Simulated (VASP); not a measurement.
Set up this calculation in VASP 6.6.1, as the native input.

```
Task                   : single point
Functional             : PBE
Potentials or basis    : VASP PAW PBE potentials, release 64 (Mo_sv)
Cutoff                 : 520 eV
k mesh                 : 22 × 22 × 22
Occupations            : gaussian, width 0.15 eV
Spin                   : no spin polarisation
Dipole correction      : no
Further INCAR settings : ALGO = Fast; EDIFF = 1e-07; NBANDS = 13
```

The structure of Mo lies in POSCAR:

```
Mo
1.0
    0.0000000000      2.2178714181      1.7592156088
    2.2178714181      0.0000000000      1.7592156088
    2.2178714181      2.2178714181      0.0000000000
Mo
1
Direct
    0.0000000000      0.0000000000      0.0000000000
```

This cell differs from its parent crystal: volume 17.307 Å^3 an atom, c/a of the conventional cell 0.7932.

The input as run:

INCAR

```
ALGO = Fast ; EDIFF = 1E-7
ENCUT = 520 ; GGA = PE
ISIF = 2 ; ISMEAR = 0
LASPH = True ; LCHARG = False
LREAL = False ; LWAVE = False
NBANDS = 13 ; NELM = 100
PREC = Accurate ; SIGMA = 0.15
```

KPOINTS

```
k-points
0
Gamma
  22 22 22
```

Potentials or basis: VASP PAW PBE potentials, release 64 (Mo_sv).

Run with:

```bash
$ cat potpaw_PBE.64/Mo_sv/POTCAR > POTCAR
$ mpirun -np 1 vasp_std > vasp.out
```

Results of the run:

```json
{"Pressure": "-17.9 GPa", "Band gap on the k mesh": "zero (band 7 reaches 14.26 eV, above the bottom of band 8 at 10.13 eV)"}
```

It took 65 s on 1 thread of Intel(R) Xeon(R) 6975P-C (Granite Rapids) (shared host), peak memory 0.28 GiB.
